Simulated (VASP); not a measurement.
# K4HgGe2 (R-3m) in VASP: notebook

The runs below take K4HgGe2 through single point, relaxation of cell and atoms, with PBE+D4.

Everything below comes from runs of VASP 6.6.1. Logs are shortened: lines on timing, memory, paths and dates and some standing lists are left out, and cuts for length are marked.

## 1. The cell of the first run

The structure is trigonal, space group R-3m (No. 166). The conventional cell has a = 5.849 Å, b = 5.849 Å, c = 28.906 Å, α = 90.00°, β = 90.00°, γ = 120.00°. Within 4.7 Å of K (site symmetry 3m) lie 3 Ge at 3.58 Å and 3 Hg at 3.63 Å and 6 K at 4.09 to 4.31 Å. Within 4.6 Å of K (site symmetry 3m) lie 4 Ge at 3.47 to 3.56 Å and 6 K at 4.09 to 4.11 Å. Hg (site symmetry -3m) has 2 Ge at 2.52 Å within 3.3 Å. Within 3.3 Å of Ge (site symmetry 3m) lie 1 Hg at 2.52 Å.

## 2. Single point, PBE+D4

Input file INCAR:

```
  ALGO = Normal
  EDIFF = 1E-7
  ENCUT = 520
  GGA = PE
  ISIF = 2
  ISMEAR = -1
  IVDW = 13
  LASPH = True
  LCHARG = True
  LELF = True
  LREAL = False
  LVHAR = True
  LWAVE = False
  NBANDS = 47
  NELM = 100
  PREC = Accurate
  SIGMA = 0.1
```

Input file KPOINTS:

```
k-points
0
Gamma
  4 4 4
```

Input file POSCAR:

```
K4HgGe2
1.0
    2.9247484381      5.0658128942     -0.0000009291
   -2.9247484381      5.0658128942     -0.0000009291
    0.0000000000     -3.3772068290      9.6353910161
K Hg Ge
4 1 2
Direct
    0.3796313249      0.3796313249      0.1388939746
    0.6203686751      0.6203686751      0.8611060254
    0.2073217292      0.2073217292      0.6219651876
    0.7926782708      0.7926782708      0.3780348124
    0.0000000000      0.0000000000      0.0000000000
    0.0872432785      0.0872432785      0.2617298354
    0.9127567215      0.9127567215      0.7382701646
```

Potentials or basis: VASP PAW PBE potentials, release 64 (K_sv, Hg, Ge_d).

On the command line:

```
$ cat potpaw_PBE.64/K_sv/POTCAR potpaw_PBE.64/Hg/POTCAR potpaw_PBE.64/Ge_d/POTCAR > POTCAR
$ mpirun -np 1 vasp_std > vasp.out
```

OUTCAR:

```text
EDIFF = 1E-7
   ENCUT = 520
   GGA = PE
   ISIF = 2
   ISMEAR = -1
   IVDW = 13
   LASPH = True
   LREAL = False
   NELM = 100
   PREC = Accurate

 ion  position               nearest neighbor table
   1  0.380  0.380  0.139-   5 3.63   5 3.63   5 3.63
   2  0.620  0.620  0.861-   5 3.63   5 3.63   5 3.63
   3  0.207  0.207  0.622-
   4  0.793  0.793  0.378-
   5  0.000  0.000  0.000-   6 2.52   7 2.52   2 3.63   2 3.63   1 3.63   1 3.63   1 3.63   2 3.63

   6  0.087  0.087  0.262-   5 2.52
   7  0.913  0.913  0.738-   5 2.52

  LATTYP: Found a trigonal (rhomboedric) cell.
 ALAT       =    10.2101070513
 COS(alpha) =     0.8358856943

  Lattice vectors:

 A1 = (  -2.9247484381,   1.6886060652,   9.6353900870)
 A2 = (   0.0000000000,  -3.3772068290,   9.6353910161)
 A3 = (   2.9247484381,   1.6886060652,   9.6353900870)

Analysis of symmetry for initial positions (statically):
=====================================================================
 Subroutine PRICEL returns:
 Original cell was already a primitive cell.

 Routine SETGRP: Setting up the symmetry group for a
 trigonal (rhombohedral) supercell.

 Subroutine GETGRP returns: Found 12 space group operations
 (whereof 12 operations were pure point group operations)
 out of a pool of 12 trial point group operations.

The static configuration has the point symmetry D_3d.

Analysis of symmetry for dynamics (positions and initial velocities):
=====================================================================
 Subroutine PRICEL returns:
 Original cell was already a primitive cell.

 Routine SETGRP: Setting up the symmetry group for a
 trigonal (rhombohedral) supercell.

 Subroutine GETGRP returns: Found 12 space group operations
 (whereof 12 operations were pure point group operations)
 out of a pool of 12 trial point group operations.

The dynamic configuration has the point symmetry D_3d.

 Subroutine INISYM returns: Found 12 space group operations
 (whereof 12 operations are pure point group operations),
 and found     1 'primitive' translations

----------------------------------------------------------------------------------------

                                     Primitive cell
[... 88 lines left out ...]
   NELM   =    100;   NELMIN=  2; NELMDL= -5     # of ELM steps
   EDIFF  = 0.1E-06   stopping-criterion for ELM
   LREAL  =      F    real-space projection
   EDIFFG = 0.1E-05   stopping-criterion for IOM
   NSW    =      0    number of steps for IOM
   IBRION =     -1    ionic relax: 0-MD 1-quasi-New 2-CG
   NFREE  =      0    steps in history (QN), initial steepest desc. (CG)
   ISIF   =      2    stress and relaxation
   ISYM   =      2    0-nonsym 1-usesym 2-fastsym
   POTIM  = 0.5000    time-step for ionic-motion
   TEBEG  =    0.0;   TEEND  =   0.0 temperature during run
   PSTRESS=    0.0 pullay stress
   NELECT =      76.0000    total number of electrons
   NUPDOWN=      -1.0000    fix difference up-down
   EMIN   =  10.00;   EMAX   =-10.00  energy-range for DOS
   EFERMI =   0.00;   METHOD = LEGACY
   ISMEAR =    -1;   SIGMA  =   0.10  broadening in eV -4-tet -1-fermi 0-gaus
   EFERMI_NEDOS =   21; number of points for ismear=-14 and -15
   IALGO  =     38    algorithm
   IMIX   =      4    mixing-type and parameters
     AMIX     =   0.40;   BMIX     =  1.00
     AMIX_MAG =   1.60;   BMIX_MAG =  1.00
  volume/ion in A,a.u.               =      40.79       275.26
  Fermi-wavevector in a.u.,A,eV,Ry     =   1.053094  1.990059 15.088949  1.109006
  Thomas-Fermi vector in A             =   2.188202
   LORBIT       =      0    0 simple, 1 ext, 2 COOP (PROOUT), +10 PAW based schemes
   GGA     = PE    functional components
   LHFCALC =     F    Hartree Fock is set to
   AEXX    =    0.0000 exact exchange contribution
   IVDW    =    13    specifies the selected vdW correction
   LEPSILON=     F    determine dielectric tensor
   LRPA    =     F    only Hartree local field effects (RPA)
 non-spin polarized calculation
  energy-cutoff  :      520.00
  volume of cell :      285.52
 maximum number of plane-waves:      7722
 NGX is ok and might be reduce to    48
   NGX = 21   NGY = 21   NGZ = 37

 number of electron      76.0000006 magnetization

 Free energy of the ion-electron system (eV)
  ---------------------------------------------------
  ext. energy  EPLUGINS =         0.00000000
  ---------------------------------------------------
  free energy    TOTEN  =       -13.78490128 eV

  energy without entropy =      -13.63119999  energy(sigma->0) =      -13.70805063

 E-fermi :   0.6229     XC(G=0):  -7.2664

 val. band max:        0.4836626950   @ k =   0.2500  -0.0000   0.0000
 cond. band min:       0.6237807571   @ k =  -0.2500   0.2500   0.0000
 fundamental gap:      0.1401180621
 Fermi energy:         0.6228931792

 k-point     1 :       0.0000    0.0000    0.0000
  band No.  band energies     occupation
      1     -30.3573      2.00000
      2     -30.3502      2.00000
      3     -30.3353      2.00000
      4     -30.3243      2.00000
      5     -23.0949      2.00000
      6     -23.0949      2.00000
[... 639 lines left out ...]
     46       4.4163      0.00000
     47       4.4163      0.00000

------------------------ aborting loop because EDIFF is reached ----------------------------------------

  DFT-D4 for vdW energy calculation

  Edisp (eV):   -0.69040

  FORCE on cell =-STRESS in cart. coord.  units (eV):
  Direction    XX          YY          ZZ          XY          YZ          ZX
  --------------------------------------------------------------------------------------
  -------------------------------------------------------------------------------------
  Total       0.00065     0.00065     0.21230     0.00000     0.00000    -0.00000
  in kB       0.00365     0.00365     1.19133     0.00000     0.00000    -0.00000
  external pressure =        0.40 kB  Pullay stress =        0.00 kB

 VOLUME and BASIS-vectors are now :
 -----------------------------------------------------------------------------
  energy-cutoff  :      520.00
  volume of cell :      285.52
      direct lattice vectors                 reciprocal lattice vectors
     2.924748438  5.065812894 -0.000000929     0.170954874  0.098700849  0.034594671
    -2.924748438  5.065812894 -0.000000929    -0.170954874  0.098700849  0.034594671
     0.000000000 -3.377206829  9.635391016     0.000000000  0.000000019  0.103784067

 POSITION                                       TOTAL-FORCE (eV/Angst)
 -----------------------------------------------------------------------------------
      0.00000      3.37721      1.33830         0.000000     -0.000000     -0.001172
      0.00000      3.37721      8.29709         0.000000      0.000000      0.001172
      0.00000      0.00000      5.99288         0.000000      0.000000      0.000633
      0.00000      6.75442      3.64251         0.000000     -0.000000     -0.000633
      0.00000      0.00000      0.00000        -0.000000      0.000000      0.000000
      0.00000      0.00000      2.52187         0.000000      0.000000      0.038975
      0.00000      6.75442      7.11352         0.000000     -0.000000     -0.038975
 -----------------------------------------------------------------------------------
    total drift:                                0.000000     -0.000000      0.000000

  FREE ENERGIE OF THE ION-ELECTRON SYSTEM (eV)
  ---------------------------------------------------
  free  energy   TOTEN  =       -14.4753035755 eV

  energy  without entropy=      -14.3216022865  energy(sigma->0) =      -14.39845293
```

OSZICAR:

```text
N       E                     dE             d eps       ncg     rms          rms(c)
DAV:   1     0.820977450852E+03    0.82098E+03   -0.35253E+04  1505   0.225E+03
DAV:   2     0.965044368692E+02   -0.72447E+03   -0.70074E+03  1302   0.710E+02
DAV:   3    -0.379143644278E+01   -0.10030E+03   -0.99086E+02  1429   0.180E+02
DAV:   4    -0.145064483596E+02   -0.10715E+02   -0.10683E+02  1700   0.511E+01
DAV:   5    -0.149639618833E+02   -0.45751E+00   -0.45604E+00  1973   0.105E+01    0.770E+00
DAV:   6    -0.138812228024E+02    0.10827E+01   -0.25900E+00  1772   0.709E+00    0.527E+00
DAV:   7    -0.137732362286E+02    0.10799E+00   -0.75639E-01  1423   0.270E+00    0.275E+00
DAV:   8    -0.137784827372E+02   -0.52465E-02   -0.16575E-01  1604   0.205E+00    0.710E-01
DAV:   9    -0.137829167371E+02   -0.44340E-02   -0.14542E-02  1799   0.599E-01    0.219E-01
DAV:  10    -0.137843669612E+02   -0.14502E-02   -0.20130E-03  1463   0.249E-01    0.808E-02
DAV:  11    -0.137847412244E+02   -0.37426E-03   -0.35204E-04  1773   0.788E-02    0.268E-02
DAV:  12    -0.137848743062E+02   -0.13308E-03   -0.19723E-04  1432   0.486E-02    0.121E-02
DAV:  13    -0.137848977930E+02   -0.23487E-04   -0.35409E-05  1703   0.208E-02    0.557E-03
DAV:  14    -0.137849007085E+02   -0.29155E-05   -0.73059E-06  1416   0.918E-03    0.176E-03
DAV:  15    -0.137849010043E+02   -0.29581E-06   -0.58995E-07  1149   0.302E-03    0.929E-04
DAV:  16    -0.137849012758E+02   -0.27151E-06   -0.22693E-07   960   0.194E-03    0.211E-04
DAV:  17    -0.137849012777E+02   -0.19081E-08   -0.23713E-08   903   0.104E-03
   1 F= -.14475304E+02 E0= -.14398453E+02  d E =-.153701E+00
```

stdout:

```text
POSCAR found type information on POSCAR K HgGe
 POSCAR found :  3 types and       7 ions
 scaLAPACK will be used
 LDA part: xc-table for (Slater+PW92), standard interpolation
 POSCAR, INCAR and KPOINTS ok, starting setup
 FFT: planning ... GRIDC
 FFT: planning ... GRID_SOFT
 FFT: planning ... GRID
 WAVECAR not read
 entering main loop
```

It took 3.5 min on 1 thread of Intel Xeon 6975P-C (Granite Rapids), shared host; peak memory 0.52 GiB.

What came out:

| Item | Value |
| --- | --- |
| Free energy | -14.4753 eV |
| Pressure | 0.0 GPa |
| Largest force | 0.039 eV/Å |
| Band gap on the k mesh | zero (bands 38 and 39 overlap by 0.32 eV) |
| Dispersion energy per atom | -0.099 eV |

Forces in eV/Å, atoms in the order of the input:
```
K    0.000  0.000 -0.001
K    0.000  0.000  0.001
K    0.000  0.000  0.001
K    0.000  0.000 -0.001
Hg   0.000  0.000  0.000
Ge   0.000  0.000  0.039
Ge   0.000  0.000 -0.039
```

Levels at points of the mesh, in eV from the Fermi level:
| k point | band 34 | band 35 | band 36 | band 37 | band 38 | band 39 | band 40 | band 41 | band 42 | band 43 |
| --- | --- | --- | --- | --- | --- | --- | --- | --- | --- | --- |
| (0.00, 0.00, 0.00) | -3.72 | -0.51 | -0.36 | -0.36 | 0.32 | 0.32 | 0.73 | 2.53 | 2.64 | 2.64 |
| (0.50, 0.00, 0.00) | -3.52 | -1.43 | -0.48 | -0.44 | -0.31 | 0.27 | 1.20 | 2.11 | 2.61 | 2.72 |
| (0.50, 0.50, 0.00) | -3.46 | -1.42 | -0.65 | -0.56 | -0.34 | 0.33 | 1.66 | 1.89 | 2.40 | 2.74 |
| (0.00, 0.00, 0.50) | -3.56 | -1.11 | -0.34 | -0.34 | 0.28 | 0.28 | 1.74 | 1.80 | 2.65 | 2.65 |

Caveat: spin-orbit coupling is left out, which moves the levels of the heavy elements.

## 3. Relaxation of cell and atoms, PBE+D4

This run uses another cell than the first one, of 36.93 Å³/atom.

Input file INCAR:

```
SYSTEM = K4HgGe2
PREC     = Accurate       ! precision mode
ENCUT    = 600            ! plane-wave cutoff, eV
EDIFF    = 1E-7           ! SCF threshold, eV
ISMEAR   = -1             ! smearing method
SIGMA    = 0.1            ! smearing width, eV
LREAL    = .False.        ! projectors in reciprocal space
LASPH    = .True.         ! aspherical terms in the spheres
NELM     = 80             ! most SCF steps
ALGO     = Normal         ! electronic algorithm
ISIF     = 3              ! what is computed and relaxed
LWAVE    = .False.        ! write WAVECAR
LCHARG   = .False.        ! write CHGCAR
GGA      = PE             ! functional
IVDW     = 13             ! dispersion correction
IBRION   = 2              ! ionic algorithm
NSW      = 60             ! ionic steps
EDIFFG   = -0.01          ! ionic threshold
```

Input file KPOINTS:

```
regular mesh
0
Gamma
  4 4 4
  0 0 0
```

Input file POSCAR:

```
K4HgGe2
1.0
    2.8655670000      4.9633070000      0.0000000000
   -2.8655670000      4.9633070000      0.0000000000
    0.0000000000     -3.3088680000      9.0876820000
K Hg Ge
4 1 2
Direct
    0.3891000000      0.3891000000      0.1673000000
    0.6109000000      0.6109000000      0.8327000000
    0.2080000000      0.2080000000      0.6240000000
    0.7920000000      0.7920000000      0.3760000000
    0.0000000000      0.0000000000      0.0000000000
    0.0883000000      0.0883000000      0.2649000000
    0.9117000000      0.9117000000      0.7351000000
```

Potentials or basis: VASP PAW PBE potentials, release 64 (K_sv, Hg, Ge_d).

On the command line:

```
$ cat potpaw_PBE.64/K_sv/POTCAR potpaw_PBE.64/Hg/POTCAR potpaw_PBE.64/Ge_d/POTCAR > POTCAR
$ mpirun -np 1 vasp_std > vasp.out
```

Run time: 49 min. Hardware: 1 thread of Intel Xeon 6975P-C (Granite Rapids), shared host; peak memory 0.6 GiB.

Results (log left out):

- Free energy: -14.4740 eV
- Relaxed volume: 40.84 Å³/atom
- Relaxed cell: a = 5.852 Å, b = 5.852 Å, c = 10.214 Å, α = 106.64°, β = 106.64°, γ = 60.00°
- Space group after relaxing (to 0.1 Å): R-3m (No. 166)
- Energy gained by relaxing: 38.5 meV/atom
- Ionic steps: 23
- Pressure after relaxing: 0.0 GPa
- Largest force after relaxing: 0.009 eV/Å
- Band gap on the k mesh: zero (bands 38 and 39 overlap by 0.32 eV)
- Dispersion energy per atom: -0.099 eV

Forces in eV/Å, atoms in the order of the input:
```
K    0.000  0.000 -0.003
K    0.000  0.000  0.003
K    0.000  0.000 -0.002
K    0.000  0.000  0.002
Hg   0.000  0.000  0.000
Ge   0.000  0.000 -0.009
Ge   0.000  0.000  0.009
```

The path:
```
step  energy change (eV)  largest force (eV/Å)  pressure (GPa)  volume (Å³)
   1              0.0000                0.9187            2.32       258.50
   2             -0.2019                0.2853            0.17       278.95
   3             -0.2032                0.2167            0.31       277.13
   4             -0.2180                0.1635            0.17       280.87
   5             -0.2299                0.1383           -0.08       288.23
   6             -0.2299                0.1375           -0.09       288.59
   7             -0.2336                0.1337           -0.05       288.01
   8             -0.2418                0.1217            0.08       286.27
   9             -0.2435                0.3182            0.38       282.81
  10             -0.2453                0.2191            0.25       284.26
  11             -0.2467                0.2119            0.24       284.29
  12             -0.2507                0.1906            0.22       284.39
  13             -0.2571                0.1490            0.17       284.59
  14             -0.2638                0.0700            0.09       284.95
  15             -0.2641                0.0505            0.07       285.04
  16             -0.2650                0.0453            0.05       285.45
  17             -0.2670                0.0343           -0.01       286.67
  18             -0.2678                0.0147           -0.13       289.13
  19             -0.2679                0.0189           -0.11       288.59
  20             -0.2688                0.0343           -0.04       287.56
  21             -0.2688                0.0458           -0.01       287.15
  22             -0.2693                0.0160            0.00       286.44
  23             -0.2693                0.0090            0.01       285.85
```

Final structure:
```
K Hg Ge
1.0
     2.92580    5.06764    0.00000
    -2.92580    5.06764    0.00000
     0.00000   -3.37842    9.63950
K Hg Ge
4 1 2
Direct
  0.37980 0.37980 0.13941
  0.62020 0.62020 0.86059
  0.20742 0.20742 0.62227
  0.79258 0.79258 0.37773
  0.00000 0.00000 0.00000
  0.08744 0.08744 0.26232
  0.91256 0.91256 0.73768
```

Levels at points of the mesh, in eV from the Fermi level:
| k point | band 34 | band 35 | band 36 | band 37 | band 38 | band 39 | band 40 | band 41 | band 42 | band 43 |
| --- | --- | --- | --- | --- | --- | --- | --- | --- | --- | --- |
| (0.00, 0.00, 0.00) | -3.72 | -0.51 | -0.36 | -0.36 | 0.32 | 0.32 | 0.73 | 2.53 | 2.64 | 2.64 |
| (0.50, 0.00, 0.00) | -3.52 | -1.43 | -0.48 | -0.43 | -0.31 | 0.26 | 1.20 | 2.11 | 2.60 | 2.72 |
| (0.50, 0.50, 0.00) | -3.46 | -1.42 | -0.65 | -0.55 | -0.33 | 0.33 | 1.65 | 1.90 | 2.39 | 2.73 |
| (0.00, 0.00, 0.50) | -3.57 | -1.11 | -0.33 | -0.33 | 0.28 | 0.28 | 1.74 | 1.80 | 2.65 | 2.65 |

Caveat: spin-orbit coupling is left out, which moves the levels of the heavy elements.
